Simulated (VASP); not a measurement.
Runs of VASP 6.6.1 on BP. The structure is that of space group F-43m (No. 216), or close to it. The cells are those of the table. 

```csv
task,cell,gap on the mesh (eV),pressure (GPa)
single point,"a = 3.165 Å, angles 60.0°, 2 atoms",1.18,8.2
relaxation of the atoms,"atoms relaxed from a = 3.143 Å, angles 60.0°, 2 atoms",1.15,12.4
single point,"a = 3.272 Å, angles 60.0°, 2 atoms",1.34,(c)
single point,"a = 3.225, b = 3.225, c = 3.209 Å, angles 60.2, 60.2, 59.7°, 2 atoms",1.19,-0.7
single point,"a = 3.209 Å, angles 60.0°, 2 atoms",(b),(a)
```

Alike in all rows: level PBE; potentials or basis VASP PAW PBE potentials, release 64 (B, P); no spin polarisation; k mesh 16 × 16 × 16; cutoff (eV) 520; smearing fermi-dirac 0.02 eV.

**Question.** Fill in the values left out.

**Answer.** (a) 0.9; (b) 1.25; (c) -7.7.

Caveats: the relaxation stopped at its first step, so nothing moved (some runs).

A k mesh can miss the band edges.
